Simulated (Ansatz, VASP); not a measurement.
**One calculation of Be7S, two programs**

```
Be S
1.0
     3.58822    0.00015   -0.00139
     0.09132    4.50826   -0.00280
     1.76824    0.36756    4.98384
Be S
7 1
Direct
  0.46979 0.57505 0.94325
  0.91164 0.79440 0.05205
  0.65834 0.74811 0.52766
  0.06848 0.50814 0.70918
  0.87946 0.28877 0.11074
  0.27551 0.85936 0.28272
  0.48803 0.08142 0.88109
  0.45009 0.18934 0.48435
```

Alike in both runs: functional PBE; k mesh 10 × 8 × 6; occupations gaussian, width 0.1 eV; no spin polarisation.

Ansatz relaxed the structure, and its values are those at the end. VASP's run is a single point on that final structure, the one shown.

|  | VASP | Ansatz |
| --- | --- | --- |
| version | VASP 6.6.1 | Ansatz 0.2.0 |
| potentials or method | VASP PAW PBE potentials, release 64 (Be, S), cutoff 520 eV | scalar-relativistic, plane waves, PAW |
| valence electrons in the cell | 20 | 20 |

Ansatz gave:

| Item | Value |
| --- | --- |
| gap on the k mesh at the Fermi level (eV) | none |
| pressure (GPa) | 0.0 |

**Question.** Which values does VASP return?

**Answer.** gap on the k mesh at the Fermi level (eV): none; pressure (GPa): 0.1.

A gap of «none» marks a metal or a gap that the smearing closes.
